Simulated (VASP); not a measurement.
# TiPbO3 (P4mm) in VASP: relaxation of the atoms with PBEsol

Aim: the relaxation of the atoms of TiPbO3 with PBEsol.

Program: VASP 6.6.1. These are calculated values, not measurements. Logs are shortened: lines on timing, memory, paths and dates and some standing lists are left out, and cuts for length are marked.

### Step 1. The cell of the first run

The structure is tetragonal, space group P4mm (No. 99). Conventional cell: a = 3.820 Å, b = 3.820 Å, c = 4.225 Å, α = 90.00°, β = 90.00°, γ = 90.00°. Ti (site symmetry 4mm) has 5 O at 1.74 to 1.95 Å within 2.3 Å. Within 3.4 Å of Pb (site symmetry 4mm) lie 12 O at 2.47 to 3.27 Å and 4 Ti at 3.33 Å. O (site symmetry 2mm) has 2 Ti at 1.95 Å and 2 Pb at 2.47 Å and 8 O at 2.70 to 2.85 Å within 2.9 Å. O (site symmetry 4mm) has 1 Ti at 1.74 Å within 2.3 Å.

### Step 2. Relaxation of the atoms, PBEsol (equal strain along all axes, cell held: -1.0 %)

The input, INCAR:

```
SYSTEM = TiPbO3
ALGO = Normal
EDIFF = 1E-7
EDIFFG = -0.008
ENCUT = 520
GGA = PS
GGA_COMPAT = .FALSE.
IBRION = 2
ISIF = 2
ISMEAR = 0
LASPH = .TRUE.
LCHARG = .FALSE.
LREAL = .FALSE.
LWAVE = .FALSE.
NELM = 120
NELMIN = 4
NSW = 60
PREC = Accurate
SIGMA = 0.02
```

The input, KPOINTS:

```
k-points
0
G
  8 8 6
  0 0 0
```

The input, POSCAR:

```
TiPbO3
1.0
    3.8203580300      0.0000000000      0.0000000000
    0.0000000000      3.8203580300      0.0000000000
    0.0000000000      0.0000000000      4.2251961145
Ti Pb O
1 1 3
Direct
    0.5000000000      0.5000000000      0.5830608377
    0.0000000000      0.0000000000      0.1234081607
    0.0000000000      0.5000000000      0.4940328917
    0.5000000000      0.0000000000      0.4940328917
    0.5000000000      0.5000000000      0.9956652282
```

Potentials or basis: VASP PAW PBE potentials, release 64 (Ti_sv, Pb_d, O).

Command:

```
$ cat potpaw_PBE.64/Ti_sv/POTCAR potpaw_PBE.64/Pb_d/POTCAR potpaw_PBE.64/O/POTCAR > POTCAR
$ mpirun -np 1 vasp_std > vasp.out
```

OUTCAR:

```text
SYSTEM = TiPbO3
   EDIFF = 1E-7
   EDIFFG = -0.008
   ENCUT = 520
   GGA = PS
   IBRION = 2
   ISIF = 2
   ISMEAR = 0
   LASPH = .TRUE.
   LREAL = .FALSE.
   NELM = 120
   NELMIN = 4
   NSW = 60
   PREC = Accurate

 ion  position               nearest neighbor table
   1  0.500  0.500  0.583-   5 1.74   4 1.95   3 1.95   4 1.95   3 1.95   2 3.33   2 3.33   2 3.33
                             2 3.33
   2  0.000  0.000  0.123-   3 2.47   4 2.47   3 2.47   4 2.47   5 2.75   5 2.75   5 2.75   5 2.75
                             1 3.33   1 3.33   1 3.33   1 3.33
   3  0.000  0.500  0.494-   1 1.95   1 1.95   2 2.47   2 2.47
   4  0.500  0.000  0.494-   1 1.95   1 1.95   2 2.47   2 2.47
   5  0.500  0.500  0.996-   1 1.74   2 2.75   2 2.75   2 2.75   2 2.75

  LATTYP: Found a simple tetragonal cell.
 ALAT       =     3.8203580300
 C/A-ratio  =     1.1059686242

  Lattice vectors:

 A1 = (   3.8203580300,   0.0000000000,   0.0000000000)
 A2 = (   0.0000000000,   3.8203580300,   0.0000000000)
 A3 = (   0.0000000000,   0.0000000000,   4.2251961145)

Analysis of symmetry for initial positions (statically):
=====================================================================
 Subroutine PRICEL returns:
 Original cell was already a primitive cell.

 Routine SETGRP: Setting up the symmetry group for a
 simple tetragonal supercell.

 Subroutine GETGRP returns: Found  8 space group operations
 (whereof  8 operations were pure point group operations)
 out of a pool of 16 trial point group operations.

The static configuration has the point symmetry C_4v.

Analysis of symmetry for dynamics (positions and initial velocities):
=====================================================================
 Subroutine PRICEL returns:
 Original cell was already a primitive cell.

 Routine SETGRP: Setting up the symmetry group for a
 simple tetragonal supercell.

 Subroutine GETGRP returns: Found  8 space group operations
 (whereof  8 operations were pure point group operations)
 out of a pool of 16 trial point group operations.

The dynamic configuration has the point symmetry C_4v.

 Subroutine INISYM returns: Found  8 space group operations
 (whereof  8 operations are pure point group operations),
 and found     1 'primitive' translations

----------------------------------------------------------------------------------------

                                     Primitive cell

  volume of cell :      61.6673

  direct lattice vectors                    reciprocal lattice vectors
     3.820358030  0.000000000  0.000000000     0.261755572  0.000000000  0.000000000
     0.000000000  3.820358030  0.000000000     0.000000000  0.261755572  0.000000000
     0.000000000  0.000000000  4.225196115     0.000000000  0.000000000  0.236675405

  length of vectors
     3.820358030  3.820358030  4.225196115     0.261755572  0.261755572  0.236675405

  position of ions in fractional coordinates (direct lattice)
     0.500000000  0.500000000  0.583060838
     0.000000000  0.000000000  0.123408161
     0.000000000  0.500000000  0.494032892
     0.500000000  0.000000000  0.494032892
     0.500000000  0.500000000  0.995665228

  ion indices of the primitive-cell ions
   primitive index   ion index
                 1           1
                 2           2
                 3           3
                 4           4
                 5           5

----------------------------------------------------------------------------------------

 KPOINTS: k-points

Automatic generation of k-mesh.
 Grid dimensions read from file:
 generate k-points for:    8    8    6

 Generating k-lattice:

  Cartesian coordinates                     Fractional coordinates (reciprocal lattice)
     0.032719446  0.000000000  0.000000000     0.125000000  0.000000000  0.000000000
     0.000000000  0.032719446  0.000000000     0.000000000  0.125000000  0.000000000
     0.000000000  0.000000000  0.039445901     0.000000000  0.000000000  0.166666667

  Length of vectors
     0.032719446  0.032719446  0.039445901

  Shift w.r.t. Gamma in fractional coordinates (k-lattice)
     0.000000000  0.000000000  0.000000000

 Subroutine IBZKPT returns following result:
 ===========================================

 Found     60 irreducible k-points:

 Following reciprocal coordinates:
            Coordinates               Weight
  0.000000  0.000000  0.000000      1.000000
  0.125000  0.000000  0.000000      4.000000
  0.250000  0.000000  0.000000      4.000000
  0.375000  0.000000  0.000000      4.000000
  0.500000  0.000000  0.000000      2.000000
  0.125000  0.125000  0.000000      4.000000
[... 16 lines left out ...]
  0.375000  0.125000  0.166667     16.000000
  0.500000  0.125000  0.166667      8.000000
 [... further k-points ...]
   k-points           NKPTS =     60   k-points in BZ     NKDIM =     60   number of bands    NBANDS=     26
   number of dos      NEDOS =    301   number of ions     NIONS =      5
   total plane-waves  NPLWV =  25088
   dimension x,y,z NGX =    28 NGY =   28 NGZ =   32
   dimension x,y,z NGXF=    56 NGYF=   56 NGZF=   64
   ions per type =               1   1   3
   NGX,Y,Z   is equivalent  to a cutoff of  12.18, 12.18, 12.59 a.u.
   NGXF,Y,Z  is equivalent  to a cutoff of  24.37, 24.37, 25.18 a.u.
 SYSTEM =  TiPbO3
   PREC   = accura    normal or accurate (medium, high low for compatibility)
   ISTART =      0    job   : 0-new  1-cont  2-samecut
   ICHARG =      2    charge: 1-file 2-atom 10-const
   ISPIN  =      1    spin polarized calculation?
   LNONCOLLINEAR =      F non collinear calculations
   LSORBIT =      F    spin-orbit coupling
   LASPH  =      T    aspherical Exc in radial PAW
   ENCUT  =  520.0 eV  38.22 Ry    6.18 a.u.   7.10  7.10  7.86*2*pi/ulx,y,z
   NELM   =    120;   NELMIN=  4; NELMDL= -5     # of ELM steps
   EDIFF  = 0.1E-06   stopping-criterion for ELM
   LREAL  =      F    real-space projection
   EDIFFG = -.8E-02   stopping-criterion for IOM
   NSW    =     60    number of steps for IOM
   IBRION =      2    ionic relax: 0-MD 1-quasi-New 2-CG
   NFREE  =      1    steps in history (QN), initial steepest desc. (CG)
   ISIF   =      2    stress and relaxation
   ISYM   =      2    0-nonsym 1-usesym 2-fastsym
   POTIM  = 0.5000    time-step for ionic-motion
   TEBEG  =    0.0;   TEEND  =   0.0 temperature during run
   PSTRESS=    0.0 pullay stress
   NELECT =      44.0000    total number of electrons
   NUPDOWN=      -1.0000    fix difference up-down
   EMIN   =  10.00;   EMAX   =-10.00  energy-range for DOS
   EFERMI =   0.00;   METHOD = LEGACY
   ISMEAR =     0;   SIGMA  =   0.02  broadening in eV -4-tet -1-fermi 0-gaus
   EFERMI_NEDOS =   21; number of points for ismear=-14 and -15
   IALGO  =     38    algorithm
   IMIX   =      4    mixing-type and parameters
     AMIX     =   0.40;   BMIX     =  1.00
     AMIX_MAG =   1.60;   BMIX_MAG =  1.00
  volume/ion in A,a.u.               =      12.33        83.23
  Fermi-wavevector in a.u.,A,eV,Ry     =   1.462876  2.764434 29.116535  2.140005
  Thomas-Fermi vector in A             =   2.579037
   LORBIT       =      0    0 simple, 1 ext, 2 COOP (PROOUT), +10 PAW based schemes
   GGA     = PS    functional components
   LHFCALC =     F    Hartree Fock is set to
   AEXX    =    0.0000 exact exchange contribution
   IVDW    =     0    specifies the selected vdW correction
   LEPSILON=     F    determine dielectric tensor
   LRPA    =     F    only Hartree local field effects (RPA)
 conjugate gradient relaxation of ions
 non-spin polarized calculation
 Gauss-broadening in eV      SIGMA  =   0.02
  energy-cutoff  :      520.00
  volume of cell :       61.67
 maximum number of plane-waves:      1682
   NGX = 15   NGY = 15   NGZ = 15

--------------------------------------- Ionic step        1  -------------------------------------------

 number of electron      43.9999994 magnetization

 Free energy of the ion-electron system (eV)
  ---------------------------------------------------
  ext. energy  EPLUGINS =         0.00000000
  ---------------------------------------------------
  free energy    TOTEN  =       -39.78367986 eV

  energy without entropy =      -39.78367986  energy(sigma->0) =      -39.78367986

------------------------ aborting loop because EDIFF is reached ----------------------------------------

  FORCE on cell =-STRESS in cart. coord.  units (eV):
  Direction    XX          YY          ZZ          XY          YZ          ZX
  --------------------------------------------------------------------------------------
  -------------------------------------------------------------------------------------
  Total        2.2720037      2.2720037      2.3224804      0.0000000      0.0000000      0.0000000
  in kB       59.0288909     59.0288909     60.3403241      0.0000000      0.0000000      0.0000000
  external PRESSURE =      59.4660353 kB  Pullay stress =       0.0000000 kB
[... 258 lines left out ...]
  energy  without entropy=      -39.7987412334  energy(sigma->0) =      -39.79874123

--------------------------------------- Ionic step        8  -------------------------------------------

 number of electron      43.9999991 magnetization

 Free energy of the ion-electron system (eV)
  ---------------------------------------------------
  ext. energy  EPLUGINS =         0.00000000
  ---------------------------------------------------
  free energy    TOTEN  =       -39.79885296 eV

  energy without entropy =      -39.79885296  energy(sigma->0) =      -39.79885296

 E-fermi :   6.5727     XC(G=0): -11.7429

 val. band max:        6.4211940120   @ k =   0.5000   0.0000   0.0000
 cond. band min:       8.0260226068   @ k =   0.0000   0.0000   0.5000
 fundamental gap:      1.6048285949
 Fermi energy:         6.5726627079

 k-point     1 :       0.0000    0.0000    0.0000
  band No.  band energies     occupation
      1     -50.2031      2.00000
      2     -26.6852      2.00000
      3     -26.5644      2.00000
      4     -26.5644      2.00000
      5     -11.9780      2.00000
      6     -10.8470      2.00000
[... 685 lines left out ...]
     25       9.8448      0.00000
     26      10.0930      0.00000

 [... further k-points ...]

------------------------ aborting loop because EDIFF is reached ----------------------------------------

  FORCE on cell =-STRESS in cart. coord.  units (eV):
  Direction    XX          YY          ZZ          XY          YZ          ZX
  --------------------------------------------------------------------------------------
  -------------------------------------------------------------------------------------
  Total        1.8194096      1.8194096      0.7442165      0.0000000     -0.0000000      0.0000000
  in kB       47.2700493     47.2700493     19.3354760      0.0000000     -0.0000000      0.0000000
  external PRESSURE =      37.9585249 kB  Pullay stress =       0.0000000 kB
[... 20 lines left out ...]
  FREE ENERGIE OF THE ION-ELECTRON SYSTEM (eV)
  ---------------------------------------------------
  free  energy   TOTEN  =       -39.7988529561 eV

  energy  without entropy=      -39.7988529561  energy(sigma->0) =      -39.79885296

 reached required accuracy - stopping structural energy minimisation
```

Wall time 6.6 min (1 thread of Intel Xeon Platinum 8259CL at 2.50GHz (Skylake/Cascade Lake), shared host); peak memory 0.23 GiB.

Results:

| Item | Value |
| --- | --- |
| Free energy | -39.7989 eV |
| Energy gained by relaxing | 3.0 meV/atom |
| Ionic steps | 8 |
| Pressure after relaxing | 3.8 GPa |
| Band gap on the k mesh | 1.60 eV (least direct gap 2.30 eV) |

Forces in eV/Å, atoms in the order of the input:
```
Ti   0.000  0.000  0.000
Pb   0.000  0.000 -0.002
O    0.000  0.000  0.000
O    0.000  0.000  0.000
O    0.000  0.000  0.003
```

The path:
| step | energy change (eV) | largest force (eV/Å) | pressure (GPa) |
| --- | --- | --- | --- |
| 1 | 0.0000 | 0.6503 | 5.95 |
| 2 | -0.0061 | 0.4830 | 4.08 |
| 3 | -0.0090 | 0.2853 | 4.73 |
| 4 | -0.0132 | 0.1558 | 4.30 |
| 5 | -0.0147 | 0.0499 | 3.87 |
| 6 | -0.0147 | 0.0505 | 3.85 |
| 7 | -0.0151 | 0.0244 | 3.82 |
| 8 | -0.0152 | 0.0027 | 3.80 |

Final structure:
```
Ti Pb O
1.0
     3.82036    0.00000    0.00000
     0.00000    3.82036    0.00000
     0.00000    0.00000    4.22520
Ti Pb O
1 1 3
Direct
  0.50000 0.50000 0.58208
  0.00000 0.00000 0.11331
  0.00000 0.50000 0.49589
  0.50000 0.00000 0.49589
  0.50000 0.50000 0.00302
```

Caveat: the cell differs from its parent crystal (equal strain along all axes, cell held: -1.0 %); the PAW data sets were made with another functional, which shifts forces and pressure a little; spin-orbit coupling is left out, which moves the levels of the heavy elements. A k mesh can miss the band edges.
